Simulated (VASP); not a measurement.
# Pd (Im-3m) in VASP: further runs, part 2 of 3

VASP 6.6.1. Earlier steps stand in the parts before.

**3. Single point, RPBE, collinear spin (17.19 Å³/atom)**

This run uses another cell than the first one, of 17.19 Å³/atom.

File INCAR:

```
SYSTEM = Pd
PREC     = Accurate       ! precision mode
ENCUT    = 520            ! plane-wave cutoff, eV
EDIFF    = 1E-6           ! SCF threshold, eV
ISMEAR   = -1             ! smearing method
SIGMA    = 0.05           ! smearing width, eV
LREAL    = .False.        ! projectors in reciprocal space
LASPH    = .True.         ! aspherical terms in the spheres
NELM     = 150            ! most SCF steps
ALGO     = Normal         ! electronic algorithm
ISIF     = 2              ! what is computed and relaxed
LWAVE    = .False.        ! write WAVECAR
LCHARG   = .False.        ! write CHGCAR
ISPIN    = 2              ! spin polarisation
MAGMOM   = 0.5            ! initial moments
LORBIT   = 11             ! projections on sites
LMAXMIX  = 4              ! l up to which the mixer works
GGA      = RP             ! functional
NBANDS   = 15             ! bands
```

File KPOINTS:

```
regular mesh
0
Gamma
  16 16 16
  0 0 0
```

File POSCAR:

```
Pd
1.0
   -1.6256693597      1.6256693597      1.6256693597
    1.6256693597     -1.6256693597      1.6256693597
    1.6256693597      1.6256693597     -1.6256693597
Pd
1
Direct
    0.0000000000      0.0000000000      0.0000000000
```

Potentials or basis: VASP PAW PBE potentials, release 64 (Pd).

Started as:

```bash
> cat potpaw_PBE.64/Pd/POTCAR > POTCAR
> mpirun -np 1 vasp_std > vasp.out
```

OUTCAR:

```text
SYSTEM = Pd
   PREC = Accurate
   ENCUT = 520
   EDIFF = 1E-6
   ISMEAR = -1
   LREAL = .False.
   LASPH = .True.
   NELM = 150
   ISIF = 2
   ISPIN = 2
   LORBIT = 11
   GGA = RP

 ion  position               nearest neighbor table
   1  0.000  0.000  0.000-

  LATTYP: Found a body centered cubic cell.
 ALAT       =     3.2513387194

  Lattice vectors:

 A1 = (  -1.6256693597,   1.6256693597,   1.6256693597)
 A2 = (   1.6256693597,  -1.6256693597,   1.6256693597)
[... 1072 lines left out ...]
  -------------------------------------------------------------------------------------
  Total       -0.9732921     -0.9732921     -0.9732921      0.0000000      0.0000000     -0.0000000
  in kB      -90.7396588    -90.7396588    -90.7396588      0.0000000      0.0000000     -0.0000000
  external PRESSURE =     -90.7396588 kB  Pullay stress =       0.0000000 kB

 VOLUME and BASIS-vectors are now :
 -----------------------------------------------------------------------------
  energy-cutoff  :      520.00
  volume of cell :       17.19
      direct lattice vectors                 reciprocal lattice vectors
    -1.625669360  1.625669360  1.625669360     0.000000000  0.307565617  0.307565617
     1.625669360 -1.625669360  1.625669360     0.307565617  0.000000000  0.307565617
     1.625669360  1.625669360 -1.625669360     0.307565617  0.307565617  0.000000000

 POSITION                                       TOTAL-FORCE (eV/Angst)
 -----------------------------------------------------------------------------------
      0.00000      0.00000      0.00000         0.000000     -0.000000      0.000000
 -----------------------------------------------------------------------------------
    total drift:                               -0.000000      0.000000      0.000000

  FREE ENERGIE OF THE ION-ELECTRON SYSTEM (eV)
  ---------------------------------------------------
  free  energy   TOTEN  =        -4.5532444911 eV

  energy  without entropy=       -4.5406070613  energy(sigma->0) =       -4.54692578

 total charge

# of ion       s       p       d       tot
------------------------------------------
    1        0.418   0.328   8.447   9.193

 magnetization (x)

# of ion       s       p       d       tot
------------------------------------------
    1       -0.000  -0.000   0.000   0.000
```

Run time: 3 min. Hardware: 1 thread of Intel Xeon 8259CL, shared host; peak memory 0.16 GiB.

Results:

```
Free energy                                           : -4.5532 eV
Pressure                                              : -9.1 GPa
Band gap on the k mesh                                : zero (filled and empty bands overlap)
Net moment                                            : 0.00 μB per cell
Valence electrons inside the program's atomic spheres : Pd 9.19
```

Levels at points of the mesh, in eV from the Fermi level:
Spin up:
| k point | band 1 | band 2 | band 3 | band 4 | band 5 | band 6 | band 7 | band 8 | band 9 | band 10 |
| --- | --- | --- | --- | --- | --- | --- | --- | --- | --- | --- |
| (0.00, 0.00, 0.00) | -5.99 | -2.33 | -2.33 | -2.33 | -0.76 | -0.76 | 18.96 | 18.96 | 18.96 | 25.98 |
| (0.50, 0.00, 0.00) | -4.20 | -3.27 | -0.83 | -0.59 | 0.44 | 1.70 | 6.80 | 14.71 | 16.43 | 22.20 |
| (0.50, 0.50, 0.50) | -4.10 | -4.10 | 0.14 | 0.14 | 0.14 | 8.73 | 8.73 | 8.73 | 15.38 | 15.96 |
Spin down:
| k point | band 1 | band 2 | band 3 | band 4 | band 5 | band 6 | band 7 | band 8 | band 9 | band 10 |
| --- | --- | --- | --- | --- | --- | --- | --- | --- | --- | --- |
| (0.00, 0.00, 0.00) | -5.99 | -2.33 | -2.33 | -2.33 | -0.76 | -0.76 | 18.96 | 18.96 | 18.96 | 25.98 |
| (0.50, 0.00, 0.00) | -4.20 | -3.27 | -0.83 | -0.59 | 0.44 | 1.70 | 6.80 | 14.71 | 16.43 | 22.20 |
| (0.50, 0.50, 0.50) | -4.10 | -4.10 | 0.14 | 0.14 | 0.14 | 8.73 | 8.73 | 8.73 | 15.38 | 15.96 |

Caveat: the cell stands under tension; the PAW data sets were made with another functional, which shifts forces and pressure a little.

**4. Single point, RPBE, collinear spin (17.82 Å³/atom)**

This run uses another cell than the first one, of 17.82 Å³/atom.

File INCAR:

```
PREC     = Accurate       # precision mode
ENCUT    = 520            # plane-wave cutoff, eV
EDIFF    = 1E-7           # SCF threshold, eV
ISMEAR   = -1             # smearing method
SIGMA    = 0.05           # smearing width, eV
LREAL    = False          # projectors in reciprocal space
LASPH    = True           # aspherical terms in the spheres
NELM     = 150            # most SCF steps
ALGO     = Normal         # electronic algorithm
ISIF     = 2              # what is computed and relaxed
LWAVE    = False          # write WAVECAR
LCHARG   = False          # write CHGCAR
ISPIN    = 2              # spin polarisation
MAGMOM   = 0.5            # initial moments
LORBIT   = 11             # projections on sites
LMAXMIX  = 4              # l up to which the mixer works
GGA      = RP             # functional
NBANDS   = 15             # bands
```

File KPOINTS:

```
Automatic mesh
0
Gamma
  16 16 16
```

File POSCAR:

```
Pd
1.0
   -1.6454965499      1.6454965499      1.6454965499
    1.6454965499     -1.6454965499      1.6454965499
    1.6454965499      1.6454965499     -1.6454965499
Pd
1
Direct
    0.0000000000      0.0000000000      0.0000000000
```

Potentials or basis: VASP PAW PBE potentials, release 64 (Pd).

Started as:

```bash
> cat potpaw_PBE.64/Pd/POTCAR > POTCAR
> mpirun -np 1 vasp_std > vasp.out
```

OUTCAR:

```text
PREC = Accurate
   ENCUT = 520
   EDIFF = 1E-7
   ISMEAR = -1
   LREAL = False
   LASPH = True
   NELM = 150
   ISIF = 2
   ISPIN = 2
   LORBIT = 11
   GGA = RP

 ion  position               nearest neighbor table
   1  0.000  0.000  0.000-

  LATTYP: Found a body centered cubic cell.
 ALAT       =     3.2909930998

  Lattice vectors:

 A1 = (  -1.6454965499,   1.6454965499,   1.6454965499)
 A2 = (   1.6454965499,  -1.6454965499,   1.6454965499)
 A3 = (   1.6454965499,   1.6454965499,  -1.6454965499)

Analysis of symmetry for initial positions (statically):
=====================================================================
 Subroutine PRICEL returns:
 Original cell was already a primitive cell.

 Routine SETGRP: Setting up the symmetry group for a
 body centered cubic supercell.

 Subroutine GETGRP returns: Found 48 space group operations
 (whereof 48 operations were pure point group operations)
 out of a pool of 48 trial point group operations.

The static configuration has the point symmetry O_h .

Analysis of symmetry for dynamics (positions and initial velocities):
[... 628 lines left out ...]
     11      32.5819      0.00000
     12      32.9189      0.00000
     13      32.9189      0.00000
     14      32.9189      0.00000
[... 403 lines left out ...]
      4       6.0851      1.00000
      5       6.5747      0.99993
      6       8.4212      0.00000
      7      17.8221      0.00000
      8      19.4736      0.00000
      9      23.6045      0.00000
     10      28.0982      0.00000
     11      31.3430      0.00000
     12      33.8064      0.00000
     13      34.4657      0.00000
     14      36.5190      0.00000
     15      37.4665      0.00000

 [... further k-points ...]

------------------------ aborting loop because EDIFF is reached ----------------------------------------

  FORCE on cell =-STRESS in cart. coord.  units (eV):
  Direction    XX          YY          ZZ          XY          YZ          ZX
  --------------------------------------------------------------------------------------
  -------------------------------------------------------------------------------------
  Total       -1.3303056     -1.3303056     -1.3303056      0.0000000     -0.0000000      0.0000000
  in kB     -119.5944641   -119.5944641   -119.5944641      0.0000000     -0.0000000      0.0000000
  external PRESSURE =    -119.5944641 kB  Pullay stress =       0.0000000 kB

 VOLUME and BASIS-vectors are now :
 -----------------------------------------------------------------------------
  energy-cutoff  :      520.00
  volume of cell :       17.82
      direct lattice vectors                 reciprocal lattice vectors
    -1.645496550  1.645496550  1.645496550     0.000000000  0.303859647  0.303859647
     1.645496550 -1.645496550  1.645496550     0.303859647  0.000000000  0.303859647
     1.645496550  1.645496550 -1.645496550     0.303859647  0.303859647  0.000000000

 POSITION                                       TOTAL-FORCE (eV/Angst)
 -----------------------------------------------------------------------------------
      0.00000      0.00000      0.00000         0.000000      0.000000      0.000000
 -----------------------------------------------------------------------------------
    total drift:                               -0.000000      0.000000      0.000000

  FREE ENERGIE OF THE ION-ELECTRON SYSTEM (eV)
  ---------------------------------------------------
  free  energy   TOTEN  =        -4.5114734081 eV

  energy  without entropy=       -4.4982300594  energy(sigma->0) =       -4.50485173

 total charge

# of ion       s       p       d       tot
------------------------------------------
    1        0.403   0.301   8.441   9.145

 magnetization (x)

# of ion       s       p       d       tot
------------------------------------------
    1       -0.000  -0.000   0.001   0.001
```

stdout:

```text
POSCAR found type information on POSCAR Pd
 POSCAR found :  1 types and       1 ions
 scaLAPACK will be used
 -----------------------------------------------------------------------------
|                                                                             |
|                                                                             |
|     You enforced a specific xc type in the INCAR file but a different       |
|     I HOPE YOU KNOW WHAT YOU ARE DOING!                                     |
|                                                                             |
 -----------------------------------------------------------------------------

 LDA part: xc-table for (Slater+PW92), standard interpolation
 POSCAR, INCAR and KPOINTS ok, starting setup
 FFT: planning ... GRIDC
 FFT: planning ... GRID_SOFT
 FFT: planning ... GRID
 WAVECAR not read
 entering main loop
```

It took 3.5 min on 1 thread of Intel Xeon 8259CL, shared host; peak memory 0.16 GiB.

Results:

| Quantity | Value |
| --- | --- |
| Free energy | -4.5115 eV |
| Pressure | -12.0 GPa |
| Band gap on the k mesh | zero (filled and empty bands overlap) |
| Net moment | 0.00 μB per cell |
| Valence electrons inside the program's atomic spheres | Pd 9.14 |

Caveat: the cell stands under tension; the PAW data sets were made with another functional, which shifts forces and pressure a little.

**5. Relaxation of cell and atoms, RPBE, collinear spin**

This run uses another cell than the first one, of 14.71 Å³/atom.

File INCAR:

```
SYSTEM = Pd
PREC = Accurate
ENCUT = 600
EDIFF = 1E-6
ISMEAR = -1
SIGMA = 0.05
LREAL = .FALSE.
LASPH = .TRUE.
NELM = 150
ALGO = Normal
ISIF = 3
LWAVE = .FALSE.
LCHARG = .FALSE.
ISPIN = 2
MAGMOM = 0.5
LORBIT = 11
LMAXMIX = 4
GGA = RP
IBRION = 2
NSW = 80
EDIFFG = -0.01
```

File KPOINTS:

```
Automatic mesh
0
G
  14 14 14
  0 0 0
```

File POSCAR:

```
Pd
1.0
   -1.5436681530      1.5436681530      1.5436681530
    1.5436681530     -1.5436681530      1.5436681530
    1.5436681530      1.5436681530     -1.5436681530
Pd
1
Direct
    0.0000000000      0.0000000000      0.0000000000
```

Started as:

```bash
> cat potpaw_PBE.64/Pd/POTCAR > POTCAR
> mpirun -np 1 vasp_std > vasp.out
```

It took 3.3 min on 1 thread of Intel Xeon 8259CL, shared host; peak memory 0.15 GiB.

Results (log left out):

```yaml
Free_energy: -4.5876 eV
Relaxed_volume: 15.88 Å³/atom
Relaxed_cell: a = 2.743 Å, b = 2.743 Å, c = 2.743 Å, α = 109.47°, β = 109.47°, γ = 109.47°
Space_group_after_relaxing_to_0.1_Å: Im-3m (No. 229)
Energy_gained_by_relaxing: 45.4 meV/atom
Ionic_steps: 4
Pressure_after_relaxing: 0.0 GPa
Band_gap_on_the_k_mesh: zero (filled and empty bands overlap)
Net_moment: 0.00 μB per cell
Valence_electrons_inside_the_program's_atomic_spheres: Pd 9.32
```

Step by step:
```tsv
step	energy change (eV)	largest force (eV/Å)	pressure (GPa)	volume (Å³)
1	0.0000	0.0000	13.59	14.71
2	0.0169	0.0000	-10.78	17.54
3	-0.0454	0.0000	-0.20	15.90
4	-0.0454	0.0000	0.01	15.88
```

Final structure:
```
CELL_PARAMETERS angstrom
-1.58343 1.58343 1.58343
1.58343 -1.58343 1.58343
1.58343 1.58343 -1.58343
ATOMIC_POSITIONS crystal
Pd 0.00000 0.00000 0.00000
```

Levels at points of the mesh, in eV from the Fermi level:
Spin up:
```
           k point  band 1  band 2  band 3  band 4  band 5  band 6  band 7  band 8  band 9
(0.00, 0.00, 0.00)   -6.53   -2.62   -2.62   -2.62   -0.85   -0.85   19.23   19.23   19.23
(0.50, 0.00, 0.00)   -4.72   -3.69   -0.92   -0.65    0.54    1.58    7.41   14.99   17.23
(0.50, 0.50, 0.50)   -4.65   -4.65    0.20    0.20    0.20    9.04    9.04    9.04   16.66
```
Spin down:
| k point | band 1 | band 2 | band 3 | band 4 | band 5 | band 6 | band 7 | band 8 | band 9 |
| --- | --- | --- | --- | --- | --- | --- | --- | --- | --- |
| (0.00, 0.00, 0.00) | -6.53 | -2.62 | -2.62 | -2.62 | -0.85 | -0.85 | 19.23 | 19.23 | 19.23 |
| (0.50, 0.00, 0.00) | -4.72 | -3.69 | -0.92 | -0.65 | 0.54 | 1.58 | 7.41 | 14.99 | 17.23 |
| (0.50, 0.50, 0.50) | -4.65 | -4.65 | 0.20 | 0.20 | 0.20 | 9.04 | 9.04 | 9.04 | 16.66 |

Caveat: the PAW data sets were made with another functional, which shifts forces and pressure a little.

(Part 2 of 3 ends here.)
